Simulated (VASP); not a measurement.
# VGa3Co (Cmcm) in VASP: single point with r2SCAN

Aim: the single point of VGa3Co with r2SCAN.

All numbers are computed with VASP 6.6.1; they aren't measurements. Logs are shortened: lines on timing, memory, paths and dates and some standing lists are left out, and cuts for length are marked.

## (1) The cell of the first run

Symmetry: Cmcm, No. 63, orthorhombic system. Conventional cell: a = 3.688 Å, b = 21.290 Å, c = 3.615 Å, α = 90.00°, β = 90.00°, γ = 90.00°. Co (site symmetry m2m) has 7 Ga at 2.15 to 2.67 Å within 2.8 Å. Ga (site symmetry m2m) has 2 Ga at 1.86 Å and 2 Co at 2.15 Å within 2.5 Å. Ga (site symmetry m2m) has 2 Ga at 1.86 Å and 5 Co at 2.58 to 2.67 Å within 2.7 Å. Within 2.8 Å of Ga (site symmetry m2m) lie 3 Ga at 2.10 to 2.73 Å and 6 V at 2.77 Å. Within 3.7 Å of V (site symmetry m2m) lie 12 Ga at 2.77 to 3.10 Å and 2 Co at 3.36 Å and 6 V at 3.56 to 3.69 Å.

## (2) Single point, r2SCAN

File POSCAR:

```
VGa3Co
1.0
    3.6878090000      0.0000000000      0.0000000000
    1.8439050000    -10.6449100000      0.0000000000
    0.0000000000      0.0000000000     -3.6150230000
Co Ga V
2 6 2
Direct
    0.2050000000      0.5900000000      0.7500000000
    0.7950000000      0.4100000000      0.2500000000
    0.6530000000      0.6940000000      0.7500000000
    0.3470000000      0.3060000000      0.2500000000
    0.3260000000      0.3480000000      0.7500000000
    0.6740000000      0.6520000000      0.2500000000
    0.5250000000      0.9500000000      0.7500000000
    0.4750000000      0.0500000000      0.2500000000
    0.9280000000      0.1440000000      0.7500000000
    0.0720000000      0.8560000000      0.2500000000
```

File INCAR.step1:

```
SYSTEM = VGa3Co
PREC = Accurate
ENCUT = 660
ISMEAR = -1
SIGMA = 0.1
LREAL = .FALSE.
LASPH = .TRUE.
NELM = 120
NBANDS = 72
ISYM = 0
GGA = PE
ALGO = Normal
EDIFF = 1E-5
LWAVE = .TRUE.
LCHARG = .FALSE.
GGA_COMPAT = .FALSE.
KPAR = 4
```

File INCAR.step2:

```
SYSTEM = VGa3Co
PREC = Accurate
ENCUT = 660
EDIFF = 1E-6
ISMEAR = -1
SIGMA = 0.1
LREAL = .FALSE.
LASPH = .TRUE.
NELM = 120
ALGO = Normal
ISIF = 2
LWAVE = .FALSE.
LCHARG = .TRUE.
METAGGA = R2SCAN
LMIXTAU = .TRUE.
LVHAR = .TRUE.
NBANDS = 72
ISYM = 0
ISTART = 1
GGA_COMPAT = .FALSE.
KPAR = 4
```

File KPOINTS:

```
Automatic mesh
0
Gamma
  5 5 5
  0.5 0.5 0.5
```

Potentials or basis: VASP PAW PBE potentials, release 64 (Co, Ga_d, V_sv).

Launch:

```console
cat potpaw_PBE.64/Co/POTCAR potpaw_PBE.64/Ga_d/POTCAR potpaw_PBE.64/V_sv/POTCAR > POTCAR
cp INCAR.step1 INCAR
mpirun -np 4 vasp_std > vasp.out
cp INCAR.step2 INCAR
mpirun -np 4 vasp_std > vasp.out
```

OUTCAR:

```text
SYSTEM = VGa3Co
   PREC = Accurate
   ENCUT = 660
   EDIFF = 1E-6
   ISMEAR = -1
   LREAL = .FALSE.
   LASPH = .TRUE.
   NELM = 120
   ISIF = 2
   METAGGA = R2SCAN
   ISYM = 0
   ISTART = 1

 ion  position               nearest neighbor table
   1  0.205  0.590  0.750-   3 2.15   3 2.15   5 2.58   6 2.67   6 2.67   6 2.67   6 2.67
   2  0.795  0.410  0.250-   4 2.15   4 2.15   6 2.58   5 2.67   5 2.67   5 2.67   5 2.67
   3  0.653  0.694  0.750-   6 1.86   6 1.86   1 2.15   1 2.15   7 2.73
   4  0.347  0.306  0.250-   5 1.86   5 1.86   2 2.15   2 2.15   8 2.73
   5  0.326  0.348  0.750-   4 1.86   4 1.86   1 2.58   2 2.67   2 2.67   2 2.67   2 2.67   9 2.85
                             9 2.85
   6  0.674  0.652  0.250-   3 1.86   3 1.86   2 2.58   1 2.67   1 2.67   1 2.67   1 2.67  10 2.85
                            10 2.85
   7  0.525  0.950  0.750-   8 2.10   8 2.10   3 2.73   9 2.77   9 2.77  10 2.77  10 2.77  10 2.77
                            10 2.77
   8  0.475  0.050  0.250-   7 2.10   7 2.10   4 2.73  10 2.77  10 2.77   9 2.77   9 2.77   9 2.77
                             9 2.77
   9  0.928  0.144  0.750-   7 2.77   7 2.77   8 2.77   8 2.77   8 2.77   8 2.77   5 2.85   5 2.85

  10  0.072  0.856  0.250-   8 2.77   8 2.77   7 2.77   7 2.77   7 2.77   7 2.77   6 2.85   6 2.85

IMPORTANT INFORMATION: All symmetrisations will be switched off!
NOSYMM: (Re-)initialisation of all symmetry stuff for point group C_1.

----------------------------------------------------------------------------------------

                                     Primitive cell

  volume of cell :     141.9128

  direct lattice vectors                    reciprocal lattice vectors
     3.687809000  0.000000000  0.000000000     0.271163718  0.046970819  0.000000000
     1.843905000-10.644910000  0.000000000     0.000000000 -0.093941612  0.000000000
     0.000000000  0.000000000 -3.615023000     0.000000000  0.000000000 -0.276623413

  length of vectors
     3.687809000 10.803429759  3.615023000     0.275201780  0.093941612  0.276623413

  position of ions in fractional coordinates (direct lattice)
     0.205000000  0.590000000  0.750000000
     0.795000000  0.410000000  0.250000000
     0.653000000  0.694000000  0.750000000
     0.347000000  0.306000000  0.250000000
     0.326000000  0.348000000  0.750000000
     0.674000000  0.652000000  0.250000000
     0.525000000  0.950000000  0.750000000
     0.475000000  0.050000000  0.250000000
     0.928000000  0.144000000  0.750000000
     0.072000000  0.856000000  0.250000000
[... 92 lines left out ...]
   ISYM   =      0    0-nonsym 1-usesym 2-fastsym
   POTIM  = 0.5000    time-step for ionic-motion
   TEBEG  =    0.0;   TEEND  =   0.0 temperature during run
   PSTRESS=    0.0 pullay stress
   NELECT =     122.0000    total number of electrons
   NUPDOWN=      -1.0000    fix difference up-down
   EMIN   =  10.00;   EMAX   =-10.00  energy-range for DOS
   EFERMI =   0.00;   METHOD = LEGACY
   ISMEAR =    -1;   SIGMA  =   0.10  broadening in eV -4-tet -1-fermi 0-gaus
   EFERMI_NEDOS =   21; number of points for ismear=-14 and -15
   IALGO  =     38    algorithm
   IMIX   =      4    mixing-type and parameters
     AMIX     =   0.40;   BMIX     =  1.00
     AMIX_MAG =   1.60;   BMIX_MAG =  1.00
  volume/ion in A,a.u.               =      14.19        95.77
  Fermi-wavevector in a.u.,A,eV,Ry     =   1.556638  2.941619 32.968572  2.423122
  Thomas-Fermi vector in A             =   2.660405
   LORBIT       =      0    0 simple, 1 ext, 2 COOP (PROOUT), +10 PAW based schemes
   METAGGA = R2SCAN    functional components
   LHFCALC =     F    Hartree Fock is set to
   AEXX    =    0.0000 exact exchange contribution
   IVDW    =     0    specifies the selected vdW correction
   LEPSILON=     F    determine dielectric tensor
   LRPA    =     F    only Hartree local field effects (RPA)
 non-spin polarized calculation
  energy-cutoff  :      660.00
  volume of cell :      141.91
 maximum number of plane-waves:      5477
   NGX = 15   NGY = 45   NGZ = 15

 number of electron     122.0000030 magnetization

 Free energy of the ion-electron system (eV)
  ---------------------------------------------------
  ext. energy  EPLUGINS =         0.00000000
  ---------------------------------------------------
  free energy    TOTEN  =      -109.03848647 eV

  energy without entropy =     -108.80362197  energy(sigma->0) =     -108.92105422

 E-fermi :   8.2219     XC(G=0): -13.3895

 val. band max:        8.2199298602   @ k =  -0.1000  -0.1000   0.1000
 cond. band min:       8.2600160934   @ k =   0.1000   0.5000   0.5000
 fundamental gap:      0.0400862332
 Fermi energy:         8.2219135725

 k-point     1 :       0.1000    0.1000    0.1000
  band No.  band energies     occupation
      1     -59.0261      2.00000
      2     -59.0246      2.00000
      3     -31.8112      2.00000
      4     -31.7918      2.00000
      5     -31.7607      2.00000
      6     -31.7580      2.00000
[... 1789 lines left out ...]
     71      12.2320      0.00000
     72      13.1444      0.00000

 [... further k-points ...]

------------------------ aborting loop because EDIFF is reached ----------------------------------------

  FORCE on cell =-STRESS in cart. coord.  units (eV):
  Direction    XX          YY          ZZ          XY          YZ          ZX
  --------------------------------------------------------------------------------------
  -------------------------------------------------------------------------------------
  Total       -1.7716333      0.9736399     93.9454195     -0.0008918      0.0000000      0.0000015
  in kB      -20.0015170     10.9922718   1060.6319702     -0.0100681      0.0000002      0.0000175
  external PRESSURE =     350.5409083 kB  Pullay stress =       0.0000000 kB

 VOLUME and BASIS-vectors are now :
 -----------------------------------------------------------------------------
  energy-cutoff  :      660.00
  volume of cell :      141.91
      direct lattice vectors                 reciprocal lattice vectors
     3.687809000  0.000000000  0.000000000     0.271163718  0.046970819  0.000000000
     1.843905000-10.644910000  0.000000000     0.000000000 -0.093941612  0.000000000
     0.000000000  0.000000000 -3.615023000     0.000000000  0.000000000 -0.276623413

 POSITION                                       TOTAL-FORCE (eV/Angst)
 -----------------------------------------------------------------------------------
      1.84390     -6.28050     -2.71127        -0.000076      2.373238      0.000000
      3.68781     -4.36441     -0.90376         0.000068     -2.373505     -0.000000
      3.68781     -7.38757     -2.71127         0.000435     -9.017386      0.000000
      1.84390     -3.25734     -0.90376        -0.000438      9.017549      0.000001
      1.84390     -3.70443     -2.71127         0.003280     -6.745453      0.000000
      3.68781     -6.94048     -0.90376        -0.003288      6.745327      0.000000
      3.68781    -10.11266     -2.71127         0.004036      4.461451      0.000001
      1.84390     -0.53225     -0.90376        -0.004041     -4.461012     -0.000002
      3.68781     -1.53287     -2.71127        -0.000253     -0.549080     -0.000000
      1.84390     -9.11204     -0.90376         0.000275      0.548870      0.000000
 -----------------------------------------------------------------------------------
    total drift:                                0.000006      0.000488     -0.000005

  FREE ENERGIE OF THE ION-ELECTRON SYSTEM (eV)
  ---------------------------------------------------
  free  energy   TOTEN  =      -109.0384864673 eV

  energy  without entropy=     -108.8036219651  energy(sigma->0) =     -108.92105422
```

OUTCAR.step1:

```text
SYSTEM = VGa3Co
   PREC = Accurate
   ENCUT = 660
   ISMEAR = -1
   LREAL = .FALSE.
   LASPH = .TRUE.
[... 2019 lines left out ...]
      1.84390     -0.53225     -0.90376         0.000011     -4.593719      0.000005
      3.68781     -1.53287     -2.71127        -0.000081     -0.536344      0.000006
      1.84390     -9.11204     -0.90376         0.000077      0.536784      0.000006
 -----------------------------------------------------------------------------------
    total drift:                                0.000051     -0.001654     -0.000056

  FREE ENERGIE OF THE ION-ELECTRON SYSTEM (eV)
  ---------------------------------------------------
  free  energy   TOTEN  =       -35.0119388702 eV

  energy  without entropy=      -34.7550081067  energy(sigma->0) =      -34.88347349
```

Run time: 27 min. Hardware: 4 MPI ranks of Intel Xeon 6975P-C (Granite Rapids), shared host; peak memory 1.4 GiB.

What came out:

- Free energy: -109.0385 eV
- Pressure: 35.1 GPa
- Largest force: 9.018 eV/Å
- Band gap on the k mesh: zero (bands 61 and 62 overlap by 0.32 eV)

Forces in eV/Å, atoms in the order of the input:
```
Co   0.000  2.373  0.000
Co   0.000 -2.374  0.000
Ga   0.000 -9.017  0.000
Ga   0.000  9.018  0.000
Ga   0.003 -6.745  0.000
Ga  -0.003  6.745  0.000
Ga   0.004  4.461  0.000
Ga  -0.004 -4.461  0.000
V    0.000 -0.549  0.000
V    0.000  0.549  0.000
```

Stress tensor (GPa, compression positive):
```
 -2.00   0.00   0.00
  0.00   1.10   0.00
  0.00   0.00 106.06
```

Caveat: the cell stands under pressure; the PAW data sets were made with another functional, which shifts forces and pressure a little; the run has no spin polarisation, though such a crystal can be magnetic.
